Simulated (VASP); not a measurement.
# Ga3Sb (I4mm) in VASP: further runs

The runs below take Ga3Sb through single point, with PBE.

All numbers are computed with VASP 6.6.1; they aren't measurements. Logs are shortened: lines on timing, memory, paths and dates and some standing lists are left out, and cuts for length are marked.

### Step 1. The cell of the first run

Symmetry: I4mm, No. 107, tetragonal system. Conventional cell: a = 4.571 Å, b = 4.571 Å, c = 8.441 Å, α = 90.00°, β = 90.00°, γ = 90.00°. Within 3.7 Å of Ga (site symmetry 2mm) lie 4 Sb at 2.82 to 3.43 Å and 8 Ga at 3.11 to 3.23 Å. Ga (site symmetry 4mm) has 8 Ga at 3.11 Å and 5 Sb at 3.26 to 3.77 Å within 4.1 Å. Within 3.8 Å of Sb (site symmetry 4mm) lie 13 Ga at 2.82 to 3.77 Å.

### Step 2. Single point, PBE (atom 4 (Sb) moved -0.450 Å along Cartesian [0 0 1])

File INCAR:

```
PREC     = Accurate       # precision mode
ENCUT    = 520            # plane-wave cutoff, eV
EDIFF    = 1E-7           # SCF threshold, eV
ISMEAR   = 0              # smearing method
SIGMA    = 0.15           # smearing width, eV
LREAL    = False          # projectors in reciprocal space
LASPH    = True           # aspherical terms in the spheres
NELM     = 80             # most SCF steps
ALGO     = Fast           # electronic algorithm
ISIF     = 2              # what is computed and relaxed
LWAVE    = False          # write WAVECAR
LCHARG   = False          # write CHGCAR
GGA      = PE             # functional
NBANDS   = 30             # bands
```

File KPOINTS:

```
Automatic mesh
0
Gamma
  14 14 14
```

File POSCAR:

```
Ga3Sb
1.0
   -2.2856658250      2.2856658250      4.2203249441
    2.2856658250     -2.2856658250      4.2203249441
    2.2856658250      2.2856658250     -4.2203249441
Ga Sb
3 1
Direct
    0.7500000000      0.2500000000      0.5000000000
    0.2500000000      0.7500000000      0.5000000000
    0.5000000000      0.5000000000      0.0000000000
   -0.0533134304     -0.0533134304      0.0000000000
```

Potentials or basis: VASP PAW PBE potentials, release 64 (Ga_d, Sb).

Launch:

```sh
$ cat potpaw_PBE.64/Ga_d/POTCAR potpaw_PBE.64/Sb/POTCAR > POTCAR
$ mpirun -np 1 vasp_std > vasp.out
```

OUTCAR:

```text
PREC = Accurate
   ENCUT = 520
   EDIFF = 1E-7
   ISMEAR = 0
   LREAL = False
   LASPH = True
   NELM = 80
   ISIF = 2
   GGA = PE

 ion  position               nearest neighbor table
   1  0.750  0.250  0.500-   4 2.82   4 2.82
   2  0.250  0.750  0.500-   4 2.82   4 2.82
   3  0.500  0.500  0.000-   4 3.26   4 3.26   4 3.26   4 3.26
   4  0.947  0.947  0.000-   1 2.82   2 2.82   1 2.82   2 2.82   3 3.26   3 3.26   3 3.26   3 3.26

  LATTYP: Found a body centered tetragonal cell.
 ALAT       =     4.5713316500
 C/A-ratio  =     1.8464313103

  Lattice vectors:

 A1 = (  -2.2856658250,   2.2856658250,   4.2203249441)
 A2 = (   2.2856658250,  -2.2856658250,   4.2203249441)
 A3 = (   2.2856658250,   2.2856658250,  -4.2203249441)

Analysis of symmetry for initial positions (statically):
=====================================================================
 Subroutine PRICEL returns:
 Original cell was already a primitive cell.

 Routine SETGRP: Setting up the symmetry group for a
 body centered tetragonal supercell.

 Subroutine GETGRP returns: Found  8 space group operations
 (whereof  8 operations were pure point group operations)
 out of a pool of 16 trial point group operations.

The static configuration has the point symmetry C_4v.

Analysis of symmetry for dynamics (positions and initial velocities):
=====================================================================
 Subroutine PRICEL returns:
 Original cell was already a primitive cell.

 Routine SETGRP: Setting up the symmetry group for a
 body centered tetragonal supercell.

 Subroutine GETGRP returns: Found  8 space group operations
 (whereof  8 operations were pure point group operations)
 out of a pool of 16 trial point group operations.

The dynamic configuration has the point symmetry C_4v.

 Subroutine INISYM returns: Found  8 space group operations
 (whereof  8 operations are pure point group operations),
 and found     1 'primitive' translations

----------------------------------------------------------------------------------------

                                     Primitive cell

  volume of cell :      88.1924

  direct lattice vectors                    reciprocal lattice vectors
    -2.285665825  2.285665825  4.220324944     0.000000000  0.218754638  0.118474290
     2.285665825 -2.285665825  4.220324944     0.218754638  0.000000000  0.118474290
     2.285665825  2.285665825 -4.220324944     0.218754638  0.218754638  0.000000000

  length of vectors
     5.315983367  5.315983367  5.315983367     0.248776504  0.248776504  0.309365776

  position of ions in fractional coordinates (direct lattice)
     0.750000000  0.250000000  0.500000000
     0.250000000  0.750000000  0.500000000
     0.500000000  0.500000000  0.000000000
     0.946686570  0.946686570  0.000000000

  ion indices of the primitive-cell ions
   primitive index   ion index
                 1           1
                 2           2
                 3           3
                 4           4

----------------------------------------------------------------------------------------

 KPOINTS: Automatic mesh

Automatic generation of k-mesh.
 Grid dimensions read from file:
 generate k-points for:   14   14   14

 Generating k-lattice:

  Cartesian coordinates                     Fractional coordinates (reciprocal lattice)
     0.000000000  0.015625331  0.008462449     0.071428571 -0.000000000  0.000000000
     0.015625331  0.000000000  0.008462449    -0.000000000  0.071428571  0.000000000
     0.015625331  0.015625331  0.000000000     0.000000000  0.000000000  0.071428571

  Length of vectors
     0.017769750  0.017769750  0.022097555

  Shift w.r.t. Gamma in fractional coordinates (k-lattice)
     0.000000000  0.000000000  0.000000000

 Subroutine IBZKPT returns following result:
 ===========================================

 Found    244 irreducible k-points:

 Following reciprocal coordinates:
            Coordinates               Weight
  0.000000  0.000000  0.000000      1.000000
  0.071429  0.000000 -0.000000      8.000000
  0.142857  0.000000 -0.000000      8.000000
  0.214286  0.000000 -0.000000      8.000000
  0.285714  0.000000 -0.000000      8.000000
  0.357143  0.000000 -0.000000      8.000000
[... 16 lines left out ...]
  0.214286  0.142857 -0.000000     16.000000
  0.285714  0.142857 -0.000000     16.000000
 [... further k-points ...]
   k-points           NKPTS =    244   k-points in BZ     NKDIM =    244   number of bands    NBANDS=     30
   number of dos      NEDOS =    301   number of ions     NIONS =      4
   total plane-waves  NPLWV =  64000
   dimension x,y,z NGX =    40 NGY =   40 NGZ =   40
   dimension x,y,z NGXF=    80 NGYF=   80 NGZF=   80
   ions per type =               3   1
   NGX,Y,Z   is equivalent  to a cutoff of  12.51, 12.51, 12.51 a.u.
   NGXF,Y,Z  is equivalent  to a cutoff of  25.02, 25.02, 25.02 a.u.
 SYSTEM =  unknown system
   PREC   = accura    normal or accurate (medium, high low for compatibility)
   ISTART =      0    job   : 0-new  1-cont  2-samecut
   ICHARG =      2    charge: 1-file 2-atom 10-const
   ISPIN  =      1    spin polarized calculation?
   LNONCOLLINEAR =      F non collinear calculations
   LSORBIT =      F    spin-orbit coupling
   LASPH  =      T    aspherical Exc in radial PAW
   ENCUT  =  520.0 eV  38.22 Ry    6.18 a.u.   9.88  9.88  9.88*2*pi/ulx,y,z
   NELM   =     80;   NELMIN=  2; NELMDL= -5     # of ELM steps
   EDIFF  = 0.1E-06   stopping-criterion for ELM
   LREAL  =      F    real-space projection
   EDIFFG = 0.1E-05   stopping-criterion for IOM
   NSW    =      0    number of steps for IOM
   IBRION =     -1    ionic relax: 0-MD 1-quasi-New 2-CG
   NFREE  =      0    steps in history (QN), initial steepest desc. (CG)
   ISIF   =      2    stress and relaxation
   ISYM   =      2    0-nonsym 1-usesym 2-fastsym
   POTIM  = 0.5000    time-step for ionic-motion
   TEBEG  =    0.0;   TEEND  =   0.0 temperature during run
   PSTRESS=    0.0 pullay stress
   NELECT =      44.0000    total number of electrons
   NUPDOWN=      -1.0000    fix difference up-down
   EMIN   =  10.00;   EMAX   =-10.00  energy-range for DOS
   EFERMI =   0.00;   METHOD = LEGACY
   ISMEAR =     0;   SIGMA  =   0.15  broadening in eV -4-tet -1-fermi 0-gaus
   EFERMI_NEDOS =   21; number of points for ismear=-14 and -15
   IALGO  =     68    algorithm
   IMIX   =      4    mixing-type and parameters
     AMIX     =   0.40;   BMIX     =  1.00
     AMIX_MAG =   1.60;   BMIX_MAG =  1.00
  volume/ion in A,a.u.               =      22.05       148.79
  Fermi-wavevector in a.u.,A,eV,Ry     =   1.298420  2.453658 22.937995  1.685895
  Thomas-Fermi vector in A             =   2.429750
   LORBIT       =      0    0 simple, 1 ext, 2 COOP (PROOUT), +10 PAW based schemes
   GGA     = PE    functional components
   LHFCALC =     F    Hartree Fock is set to
   AEXX    =    0.0000 exact exchange contribution
   IVDW    =     0    specifies the selected vdW correction
   LEPSILON=     F    determine dielectric tensor
   LRPA    =     F    only Hartree local field effects (RPA)
 non-spin polarized calculation
 RMM-DIIS sequential band-by-band and
 Gauss-broadening in eV      SIGMA  =   0.15
  energy-cutoff  :      520.00
  volume of cell :       88.19
 maximum number of plane-waves:      2400
   NGX = 19   NGY = 19   NGZ = 19

 number of electron      43.9999998 magnetization

 Free energy of the ion-electron system (eV)
  ---------------------------------------------------
  ext. energy  EPLUGINS =         0.00000000
  ---------------------------------------------------
  free energy    TOTEN  =       -12.29207928 eV

  energy without entropy =      -12.27208330  energy(sigma->0) =      -12.28208129

 E-fermi :   6.0304     XC(G=0): -10.4673

 val. band max:        6.0297931670   @ k =   0.1429   0.0714   0.0714
 cond. band min:       6.0375453558   @ k =  -0.2143   0.2857   0.2143
 fundamental gap:      0.0077521888
 Fermi energy:         6.0303920256

 k-point     1 :       0.0000    0.0000    0.0000
  band No.  band energies     occupation
      1      -8.9725      2.00000
      2      -8.9530      2.00000
      3      -8.9319      2.00000
      4      -8.9054      2.00000
      5      -8.9054      2.00000
      6      -8.8966      2.00000
[... 22 lines left out ...]
     29      11.9264      0.00000
     30      12.3098      0.00000

 k-point     2 :       0.0714    0.0000   -0.0000
  band No.  band energies     occupation
      1      -8.9703      2.00000
      2      -8.9534      2.00000
      3      -8.9294      2.00000
      4      -8.9100      2.00000
      5      -8.9096      2.00000
      6      -8.8925      2.00000
[... 22 lines left out ...]
     29      12.2403      0.00000
     30      12.6255      0.00000

 k-point     3 :       0.1429    0.0000   -0.0000
  band No.  band energies     occupation
      1      -8.9638      2.00000
      2      -8.9536      2.00000
      3      -8.9231      2.00000
      4      -8.9174      2.00000
      5      -8.9135      2.00000
      6      -8.8866      2.00000
[... 22 lines left out ...]
     29      13.0044      0.00000
     30      13.4084      0.00000

 k-point     4 :       0.2143    0.0000   -0.0000
  band No.  band energies     occupation
      1      -8.9534      2.00000
      2      -8.9525      2.00000
      3      -8.9247      2.00000
      4      -8.9180      2.00000
      5      -8.9108      2.00000
      6      -8.8811      2.00000
[... 616 lines left out ...]
     29      12.1477      0.00000
     30      12.5954      0.00000

 k-point    23 :       0.2143    0.1429   -0.0000
  band No.  band energies     occupation
      1      -8.9626      2.00000
      2      -8.9471      2.00000
      3      -8.9266      2.00000
      4      -8.9201      2.00000
      5      -8.8972      2.00000
      6      -8.8872      2.00000
[... 22 lines left out ...]
     29      11.0449      0.00000
     30      13.0839      0.00000

 k-point    24 :       0.2857    0.1429   -0.0000
  band No.  band energies     occupation
      1      -8.9614      2.00000
      2      -8.9366      2.00000
      3      -8.9269      2.00000
      4      -8.9156      2.00000
      5      -8.8932      2.00000
      6      -8.8822      2.00000
[... 22 lines left out ...]
     29      11.5533      0.00000
     30      13.2786      0.00000

 [... further k-points ...]

------------------------ aborting loop because EDIFF is reached ----------------------------------------

  FORCE on cell =-STRESS in cart. coord.  units (eV):
  Direction    XX          YY          ZZ          XY          YZ          ZX
  --------------------------------------------------------------------------------------
  -------------------------------------------------------------------------------------
  Total        1.2890760      1.2890760      0.9782251      0.0000000      0.0000000      0.0000000
  in kB       23.4184279     23.4184279     17.7712517      0.0000000      0.0000000      0.0000000
  external PRESSURE =      21.5360359 kB  Pullay stress =       0.0000000 kB

 VOLUME and BASIS-vectors are now :
 -----------------------------------------------------------------------------
  energy-cutoff  :      520.00
  volume of cell :       88.19
      direct lattice vectors                 reciprocal lattice vectors
    -2.285665825  2.285665825  4.220324944     0.000000000  0.218754638  0.118474290
     2.285665825 -2.285665825  4.220324944     0.218754638  0.000000000  0.118474290
     2.285665825  2.285665825 -4.220324944     0.218754638  0.218754638  0.000000000

 POSITION                                       TOTAL-FORCE (eV/Angst)
 -----------------------------------------------------------------------------------
      0.00000      2.28567      2.11016        -0.000000     -0.000000     -0.764929
      2.28567      0.00000      2.11016         0.000000      0.000000     -0.764929
      0.00000      0.00000      4.22032         0.000000      0.000000      0.127188
      0.00000      0.00000      7.99065         0.000000      0.000000      1.402670
 -----------------------------------------------------------------------------------
    total drift:                                0.000001      0.000001     -0.000370

  FREE ENERGIE OF THE ION-ELECTRON SYSTEM (eV)
  ---------------------------------------------------
  free  energy   TOTEN  =       -12.2920792790 eV

  energy  without entropy=      -12.2720833047  energy(sigma->0) =      -12.28208129
```

Run time: 6.6 min. Hardware: 1 thread of Intel Xeon 6975P-C (Granite Rapids), shared host; peak memory 0.64 GiB.

Results:

| Quantity | Value |
| --- | --- |
| Free energy | -12.2921 eV |
| Pressure | 2.2 GPa |
| Largest force | 1.403 eV/Å |
| Band gap on the k mesh | zero (bands 22 and 23 overlap by 4.18 eV) |

Forces on the atoms (eV/Å):
```
Ga   0.000  0.000 -0.765
Ga   0.000  0.000 -0.765
Ga   0.000  0.000  0.127
Sb   0.000  0.000  1.403
```

Stress tensor (GPa, compression positive):
```
2.34 0.00 0.00
0.00 2.34 0.00
0.00 0.00 1.78
```

Caveat: the cell differs from its parent crystal (atom 4 (Sb) moved -0.450 Å along Cartesian [0 0 1]); spin-orbit coupling is left out, which moves the levels of the heavy elements; forces of over 1 eV/Å act on the atoms, so gaps and moduli don't describe the material at rest.

### Step 3. Single point, PBE (atom 4 (Sb) moved +0.338 Å along Cartesian [0 0 1])

File INCAR:

```
PREC = Accurate ; ENCUT = 520
EDIFF = 1E-6 ; ISMEAR = 0
SIGMA = 0.15 ; LREAL = F
LASPH = T ; NELM = 60
ALGO = Fast ; ISIF = 2
LWAVE = F ; LCHARG = T
GGA = PE ; LELF = T
LVHAR = T ; NBANDS = 30
```

File KPOINTS:

```
regular mesh
0
Gamma
  14 14 14
```

POSCAR, as its differences from that of step 2:

```diff
@@ -11,2 +11,2 @@
     0.5000000000      0.5000000000      0.0000000000
-   -0.0533134304     -0.0533134304      0.0000000000
+    0.0399850728      0.0399850728      0.0000000000
```

Potentials or basis: VASP PAW PBE potentials, release 64 (Ga_d, Sb).

Launch:

```sh
$ cat potpaw_PBE.64/Ga_d/POTCAR potpaw_PBE.64/Sb/POTCAR > POTCAR
$ mpirun -np 1 vasp_std > vasp.out
```

It took 6.5 min on 1 thread of Intel Xeon 6975P-C (Granite Rapids), shared host; peak memory 0.64 GiB.

The run converged. Its results:

```
Free energy            : -12.4281 eV
Pressure               : 1.2 GPa
Largest force          : 1.020 eV/Å
Band gap on the k mesh : zero (bands 22 and 23 overlap by 4.23 eV)
```

Forces on the atoms (eV/Å):
```
Ga   0.000  0.000  0.562
Ga   0.000  0.000  0.562
Ga   0.000  0.000 -0.105
Sb   0.000  0.000 -1.020
```

Stress tensor (GPa, compression positive):
```
1.30 0.00 0.00
0.00 1.30 0.00
0.00 0.00 1.06
```

Levels at points of the mesh, in eV from the Fermi level:
```
           k point  band 18  band 19  band 20  band 21  band 22  band 23  band 24  band 25  band 26  band 27
(0.00, 0.00, 0.00)    -2.94    -2.76    -2.17    -2.17    -1.96    -0.27    -0.27     0.07     0.54     2.77
(0.50, 0.00, 0.00)    -5.02    -4.33    -1.91    -1.68    -0.71    -0.26     1.62     2.90     3.35     3.94
(0.50, 0.50, 0.00)    -5.85    -5.66    -4.23    -4.19     0.73     0.91     1.82     1.95     5.62     6.44
(0.50, 0.50, 0.50)    -4.64    -3.66    -3.66    -3.56     2.52     3.64     3.64     4.06     4.63     4.63
```

Caveat: the cell differs from its parent crystal (atom 4 (Sb) moved +0.338 Å along Cartesian [0 0 1]); spin-orbit coupling is left out, which moves the levels of the heavy elements; forces of over 1 eV/Å act on the atoms, so gaps and moduli don't describe the material at rest.

The gap in the log of VASP goes by the Fermi energy; the results here count the filled bands.